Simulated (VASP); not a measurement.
# GaN (gw) (Imm2) in VASP: G0W0 quasiparticle levels with PBEsol

Aim: the G0W0 quasiparticle levels of GaN (gw) with PBEsol.

All numbers are computed with VASP 6.6.1; they aren't measurements. Logs are shortened: lines on timing, memory, paths and dates and some standing lists are left out, and cuts for length are marked.

## Step 1: The cell of the first run

The structure is orthorhombic, space group Imm2 (No. 44). Conventional cell: a = 3.149 Å, b = 3.178 Å, c = 4.524 Å, α = 90.00°, β = 90.00°, γ = 90.00°. Ga (site symmetry mm2) has 4 N at 1.94 to 1.95 Å within 2.6 Å. Within 2.6 Å of N (site symmetry mm2) lie 4 Ga at 1.94 to 1.95 Å.

## Step 2: G0W0 quasiparticle levels, PBEsol

The input, POSCAR:

```
GaN
1.0
   -0.0103530223      2.2370124594      2.2622047268
    2.2370124594     -0.0103530223      2.2622047268
    2.2266594371      2.2266594371      0.0000000000
Ga N
1 1
Direct
   -0.0007015872     -0.0007015872      0.0007015872
    0.2507015872      0.2507015872      0.2492984128
```

The input, INCAR.step1:

```
PREC     = Accurate       # precision mode
ENCUT    = 500            # plane-wave cutoff, eV
EDIFF    = 1E-8           # SCF threshold, eV
ISMEAR   = 0              # smearing method
SIGMA    = 0.01           # smearing width, eV
LREAL    = False          # projectors in reciprocal space
LASPH    = True           # aspherical terms in the spheres
NELM     = 80             # most SCF steps
ALGO     = Normal         # electronic algorithm
LWAVE    = True           # write WAVECAR
LCHARG   = False          # write CHGCAR
GGA      = PS             # functional
```

The input, INCAR.step2:

```
PREC     = Accurate       # precision mode
ENCUT    = 500            # plane-wave cutoff, eV
EDIFF    = 1E-8           # SCF threshold, eV
ISMEAR   = 0              # smearing method
SIGMA    = 0.01           # smearing width, eV
LREAL    = False          # projectors in reciprocal space
LASPH    = True           # aspherical terms in the spheres
NELM     = 1              # most SCF steps
ALGO     = Exact          # electronic algorithm
LWAVE    = True           # write WAVECAR
LCHARG   = False          # write CHGCAR
GGA      = PS             # functional
NBANDS   = 60             # bands
LOPTICS  = True           # frequency-dependent dielectric function
ISTART   = 1
```

The input, INCAR.step3:

```
PREC     = Accurate       # precision mode
ENCUT    = 500            # plane-wave cutoff, eV
EDIFF    = 1E-8           # SCF threshold, eV
ISMEAR   = 0              # smearing method
SIGMA    = 0.01           # smearing width, eV
LREAL    = False          # projectors in reciprocal space
LASPH    = True           # aspherical terms in the spheres
ALGO     = EVGW0          # electronic algorithm
LWAVE    = False          # write WAVECAR
LCHARG   = False          # write CHGCAR
GGA      = PS             # functional
NELMGW   = 1            
NBANDS   = 60             # bands
ENCUTGW  = 100.0          # cutoff of the response function
NOMEGA   = 48             # frequency points
PRECFOCK = Fast         
ISTART   = 1            
NBANDSGW = 17
```

The input, KPOINTS:

```
regular mesh
0
Gamma
  6 6 6
```

Potentials or basis: VASP PAW PBE potentials, release 64 (Ga_d_GW, N_GW).

Command:

```console
$ cat potpaw_PBE.64/Ga_d_GW/POTCAR potpaw_PBE.64/N_GW/POTCAR > POTCAR
$ cp INCAR.step1 INCAR
$ mpirun -np 1 vasp_std > vasp.out
$ cp INCAR.step2 INCAR
$ mpirun -np 1 vasp_std > vasp.out
$ cp INCAR.step3 INCAR
$ mpirun -np 1 vasp_std > vasp.out
```

OUTCAR:

```text
PREC = Accurate
   ENCUT = 500
   EDIFF = 1E-8
   ISMEAR = 0
   LREAL = False
   LASPH = True
   GGA = PS
   NELMGW = 1
   ENCUTGW = 100.0
   PRECFOCK = Fast
   ISTART = 1

 ion  position               nearest neighbor table
   1  0.999  0.999  0.001-   2 1.94   2 1.94   2 1.95   2 1.95
   2  0.251  0.251  0.249-   1 1.94   1 1.94   1 1.95   1 1.95

  LATTYP: Found a body centered orthorhombic cell.
 ALAT       =     3.1489719747
 B/A-ratio  =     1.0092991520
 C/A-ratio  =     1.4367893681

  Lattice vectors:

 A1 = (  -2.2370124594,   0.0103530223,   2.2622047268)
 A2 = (   2.2370124594,  -0.0103530223,   2.2622047268)
 A3 = (  -0.0103530223,   2.2370124594,  -2.2622047268)

Analysis of symmetry for initial positions (statically):
=====================================================================
 Subroutine PRICEL returns:
 Original cell was already a primitive cell.

 Routine SETGRP: Setting up the symmetry group for a
 body centered orthorhombic supercell.

 Subroutine GETGRP returns: Found  4 space group operations
 (whereof  4 operations were pure point group operations)
 out of a pool of  8 trial point group operations.

The static configuration has the point symmetry C_2v.

Analysis of symmetry for dynamics (positions and initial velocities):
=====================================================================
 Subroutine PRICEL returns:
 Original cell was already a primitive cell.

 Routine SETGRP: Setting up the symmetry group for a
 body centered orthorhombic supercell.

 Subroutine GETGRP returns: Found  4 space group operations
 (whereof  4 operations were pure point group operations)
 out of a pool of  8 trial point group operations.

The dynamic configuration has the point symmetry C_2v.

 Subroutine INISYM returns: Found  4 space group operations
 (whereof  4 operations are pure point group operations),
 and found     1 'primitive' translations

----------------------------------------------------------------------------------------

                                     Primitive cell

  volume of cell :      22.6407

  direct lattice vectors                    reciprocal lattice vectors
    -0.010353022  2.237012459  2.262204727    -0.222482727  0.222482727  0.221023320
     2.237012459 -0.010353022  2.262204727     0.222482727 -0.222482727  0.221023320
     2.226659437  2.226659437  0.000000000     0.224551627  0.224551627 -0.221023320

  length of vectors
     3.181493699  3.181493699  3.148971975     0.384510644  0.384510644  0.386908484

  position of ions in fractional coordinates (direct lattice)
     0.999298413  0.999298413  0.000701587
     0.250701587  0.250701587  0.249298413

  ion indices of the primitive-cell ions
   primitive index   ion index
                 1           1
                 2           2

----------------------------------------------------------------------------------------

 KPOINTS: regular mesh

Automatic generation of k-mesh.
 Grid dimensions read from file:
 generate k-points for:    6    6    6

 Generating k-lattice:

  Cartesian coordinates                     Fractional coordinates (reciprocal lattice)
    -0.037080454  0.037080454  0.036837220     0.166666667  0.000000000  0.000000000
     0.037080454 -0.037080454  0.036837220     0.000000000  0.166666667  0.000000000
     0.037425271  0.037425271 -0.036837220     0.000000000  0.000000000  0.166666667

  Length of vectors
     0.064085107  0.064085107  0.064484747

  Shift w.r.t. Gamma in fractional coordinates (k-lattice)
     0.000000000  0.000000000  0.000000000

 Subroutine IBZKPT returns following result:
 ===========================================

 Found     46 irreducible k-points:

 Following reciprocal coordinates:
            Coordinates               Weight
  0.000000  0.000000  0.000000      1.000000
  0.166667  0.000000  0.000000      4.000000
  0.333333 -0.000000  0.000000      4.000000
  0.500000 -0.000000  0.000000      2.000000
  0.166667  0.166667  0.000000      2.000000
  0.333333  0.166667  0.000000      4.000000
[... 16 lines left out ...]
 -0.166667  0.333333  0.166667      4.000000
  0.500000  0.500000  0.166667      4.000000
 [... further k-points ...]
   k-points           NKPTS =     46   k-points in BZ     NKDIM =    216   number of bands    NBANDS=     60
   number of dos      NEDOS =    301   number of ions     NIONS =      2
   total plane-waves  NPLWV =  13824
   dimension x,y,z NGX =    24 NGY =   24 NGZ =   24
   dimension x,y,z NGXF=    48 NGYF=   48 NGZF=   48
   ions per type =               1   1
   NGX,Y,Z   is equivalent  to a cutoff of  12.54, 12.54, 12.67 a.u.
   NGXF,Y,Z  is equivalent  to a cutoff of  25.08, 25.08, 25.34 a.u.
 SYSTEM =  unknown system
   PREC   = accura    normal or accurate (medium, high low for compatibility)
   ISTART =      1    job   : 0-new  1-cont  2-samecut
   ICHARG =      0    charge: 1-file 2-atom 10-const
   ISPIN  =      1    spin polarized calculation?
   LNONCOLLINEAR =      F non collinear calculations
   LSORBIT =      F    spin-orbit coupling
   LASPH  =      T    aspherical Exc in radial PAW
   ENCUT  =  500.0 eV  36.75 Ry    6.06 a.u.   5.80  5.80  5.74*2*pi/ulx,y,z
   NELM   =     60;   NELMIN=  2; NELMDL=  0     # of ELM steps
   EDIFF  = 0.1E-07   stopping-criterion for ELM
   LREAL  =      F    real-space projection
   EDIFFG = 0.1E-06   stopping-criterion for IOM
   NSW    =      0    number of steps for IOM
   IBRION =     -1    ionic relax: 0-MD 1-quasi-New 2-CG
   NFREE  =      0    steps in history (QN), initial steepest desc. (CG)
   ISIF   =      0    stress and relaxation
   ISYM   =      3    0-nonsym 1-usesym 2-fastsym
   POTIM  = 0.5000    time-step for ionic-motion
   TEBEG  =    0.0;   TEEND  =   0.0 temperature during run
   PSTRESS=    0.0 pullay stress
   NELECT =      18.0000    total number of electrons
   NUPDOWN=      -1.0000    fix difference up-down
   EMIN   =  10.00;   EMAX   =-10.00  energy-range for DOS
   EFERMI =   0.00;   METHOD = LEGACY
   ISMEAR =     0;   SIGMA  =   0.01  broadening in eV -4-tet -1-fermi 0-gaus
   EFERMI_NEDOS =   21; number of points for ismear=-14 and -15
   IALGO  =     38    algorithm
   IMIX   =      4    mixing-type and parameters
     AMIX     =   0.40;   BMIX     =  1.00
     AMIX_MAG =   1.60;   BMIX_MAG =  1.00
  volume/ion in A,a.u.               =      11.32        76.39
  Fermi-wavevector in a.u.,A,eV,Ry     =   1.516594  2.865946 31.294161  2.300056
  Thomas-Fermi vector in A             =   2.625962
   LORBIT       =      0    0 simple, 1 ext, 2 COOP (PROOUT), +10 PAW based schemes
   GGA     = PS    functional components
   LHFCALC =     T    Hartree Fock is set to
   PRECFOCK=fast      Normal, Fast or Accurate (Low or Medium for compatibility)
   ENCUT4O =  -1.0   cutoff for four orbital integrals eV
   NKREDX  =     1    reduce k-point grid by
   NKREDY  =     1    reduce k-point grid by
   NKREDZ  =     1    reduce k-point grid by
   AEXX    =    1.0000 exact exchange contribution
   HFSCREEN=    0.0000 screening length (either q_TF or 0.3 A-1)
   HFSCREENC=   0.0000 screening length for correlation (either q_TF or 0.3 A-1)
   ENCUTFOCK=  -1.0 apply spherical cutoff to Coloumb kernel
   IVDW    =     0    specifies the selected vdW correction
   LEPSILON=     F    determine dielectric tensor
   LRPA    =     F    only Hartree local field effects (RPA)
   LRPAFORCE           =     F    calculate RPA forces
   ENCUTGW             = 100.0    cutoff for response function in eV
   ENCUTGWSOFT         =  80.0    soft cutoff for Coulomb kernel in GW response function in eV
   ENCUTLF             =  -1.0    cutoff for local field effects
   NELMGW              =     1    number of iterations in solving QP/BSE equation
   NELMHF              =     1    number of iterations in the inner HF iteration
   NKREDLFX            =     1    NKREDLFY  =   1   NKREDLFZ  =   1
 non-spin polarized calculation
 Gauss-broadening in eV      SIGMA  =   0.01
  energy-cutoff  :      500.00
  volume of cell :       22.64
 maximum number of plane-waves:       588
  NGX = 14; NGY = 14; NGZ = 14
   NGX = 11   NGY = 11   NGZ = 11
 maximum number of plane-waves:        59
 NGX is ok and might be reduce to    14

 QP shifts <psi_nk| G(iteration)W_0 |psi_nk>: iteration 1
 for sc-GW calculations column KS-energies equals QP-energies in previous step
 and V_xc(KS)=  KS-energies - (<T + V_ion + V_H > + <T+V_H+V_ion>^1  + <V_x>^1)

 k-point   1 :       0.0000    0.0000    0.0000
  band No.  KS-energies  QP-energies   sigma(KS)   V_xc(KS)     V^pw_x(r,r')   Z            occupation Imag(sigma)

      1     -10.9413     -11.8638     -16.2013     -14.8172     -24.5181       0.6666       2.0000       1.1090
      2      -8.3994     -11.6582     -25.9105     -21.4420     -34.7219       0.7293       2.0000       0.2539
      3      -8.3889     -11.6492     -25.9172     -21.4466     -34.7319       0.7293       2.0000       0.2542
      4      -8.3852     -11.6453     -25.9283     -21.4581     -34.7459       0.7293       2.0000       0.2549
      5      -8.0584     -11.4632     -26.3933     -21.7772     -35.1492       0.7376       2.0000       0.1926
      6      -8.0584     -11.4632     -26.3933     -21.7772     -35.1492       0.7376       2.0000       0.1926
[... 9 lines left out ...]
     16      23.8648      24.4586      -9.2857     -10.0348      -3.0251       0.7927       0.0000      -0.7150
     17      23.9658      24.5617      -9.2596     -10.0088      -3.0094       0.7954       0.0000      -0.7290

 k-point   2 :       0.1667    0.0000    0.0000
  band No.  KS-energies  QP-energies   sigma(KS)   V_xc(KS)     V^pw_x(r,r')   Z            occupation Imag(sigma)

      1     -10.6483     -11.6791     -16.8459     -15.3253     -25.1707       0.6779       2.0000       1.0593
      2      -8.3621     -11.6313     -25.9612     -21.4815     -34.7762       0.7298       2.0000       0.2522
      3      -8.3509     -11.6230     -25.9792     -21.4979     -34.8000       0.7302       2.0000       0.2532
      4      -8.2685     -11.4276     -25.3507     -21.0377     -34.0528       0.7325       2.0000       0.2893
      5      -8.0598     -11.4586     -26.3855     -21.7719     -35.1441       0.7367       2.0000       0.1939
      6      -8.0598     -11.4586     -26.3855     -21.7719     -35.1441       0.7367       2.0000       0.1939
[... 9 lines left out ...]
     16      22.0119      22.7263     -10.0003     -10.8989      -4.3932       0.7951       0.0000      -0.4273
     17      25.5636      26.6625      -9.5246     -10.9079      -3.0919       0.7944       0.0000      -0.7801

 k-point   3 :       0.3333   -0.0000    0.0000
  band No.  KS-energies  QP-energies   sigma(KS)   V_xc(KS)     V^pw_x(r,r')   Z            occupation Imag(sigma)
[... 421 lines left out ...]
      1      -9.9206     -11.7287     -20.7459     -18.1579     -29.3915       0.6986       2.0000       0.7293
      2      -8.2546     -11.5784     -26.0739     -21.5502     -34.8678       0.7348       2.0000       0.2370
      3      -8.2305     -11.5329     -26.0151     -21.5172     -34.7989       0.7342       2.0000       0.2419
      4      -8.1219     -11.4896     -26.2762     -21.6994     -35.0677       0.7358       2.0000       0.2200
      5      -8.0207     -11.4254     -26.4206     -21.8058     -35.1957       0.7378       2.0000       0.1975
      6      -6.9327      -9.3132     -22.7631     -19.4958     -30.8869       0.7285       2.0000       0.4540
[... 9 lines left out ...]
     16      27.3616      28.5241     -10.7093     -12.1710      -4.1262       0.7953       0.0000      -0.9814
     17      28.8708      29.7631      -9.5785     -10.6751      -3.1662       0.8137       0.0000      -1.0121

 k-point  24 :       0.5000    0.5000    0.1667
  band No.  KS-energies  QP-energies   sigma(KS)   V_xc(KS)     V^pw_x(r,r')   Z            occupation Imag(sigma)

      1      -9.8422     -11.8243     -21.4909     -18.6736     -30.2074       0.7036       2.0000       0.6658
      2      -8.2699     -11.5535     -25.8314     -21.3506     -34.5469       0.7328       2.0000       0.2312
      3      -8.1346     -11.4945     -26.2722     -21.7055     -35.0883       0.7357       2.0000       0.2305
      4      -8.1233     -11.4812     -26.3295     -21.7673     -35.1708       0.7360       2.0000       0.2373
      5      -7.9993     -11.4182     -26.4776     -21.8572     -35.2643       0.7400       2.0000       0.1971
      6      -6.5365      -8.7537     -22.4056     -19.3621     -30.4246       0.7285       2.0000       0.4694
[... 9 lines left out ...]
     16      27.6646      28.8790     -11.2910     -12.8250      -4.4506       0.7917       0.0000      -1.1024
     17      29.7550      30.8144      -9.5255     -10.8309      -3.1557       0.8116       0.0000      -0.9937

 [... further k-points ...]
```

Run time: 8.8 min. Hardware: 1 thread of Intel Xeon 6975P-C, shared host; peak memory 0.48 GiB.

Results:

* Band gap on the k mesh, mean-field level: 1.70 eV, direct
* Quasiparticle gap: 2.89 eV
* Least direct quasiparticle gap: 2.89 eV

Caveat: bands, screening cutoff and mesh are small and nothing is extrapolated, so the quasiparticle values aren't converged.
